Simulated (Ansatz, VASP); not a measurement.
**Ti3Al in VASP and in Ansatz**

```
Ti Al
1.0
     2.94572    0.00000    0.00000
    -1.47286    2.55106    0.00000
     0.00000    0.00000    9.86226
Ti Al
3 1
Direct
  0.66667 0.33333 0.00000
  0.33333 0.66667 0.75046
  0.33333 0.66667 0.24954
  0.66667 0.33333 0.50000
```

Alike in both runs: task single point; functional PBE; k mesh 18 × 18 × 6; occupations gaussian, width 0.15 eV; no spin polarisation.

```csv
,VASP,Ansatz
version,VASP 6.6.1,Ansatz 0.2.0
potentials or method,"VASP PAW PBE potentials, release 64 (Ti_sv, Al), cutoff 520 eV","scalar-relativistic, plane waves, PAW"
valence electrons in the cell,39,39
```

VASP gave:

* gap on the k mesh at the Fermi level (eV): none
* pressure (GPa): -7.5
* traceless stress, the component that is largest in VASP (GPa): -5.14
* rms of the force components (eV/Å): 0.028

Q: What did Ansatz give for the same quantities?

A: gap on the k mesh at the Fermi level (eV): none; pressure (GPa): -7.4; traceless stress, the component that is largest in VASP (GPa): -5.16; rms of the force components (eV/Å): 0.030.

Atom by atom the forces differ by 0.002 eV/Å (rms over components). A gap of «none» marks a metal or a gap that the smearing closes.
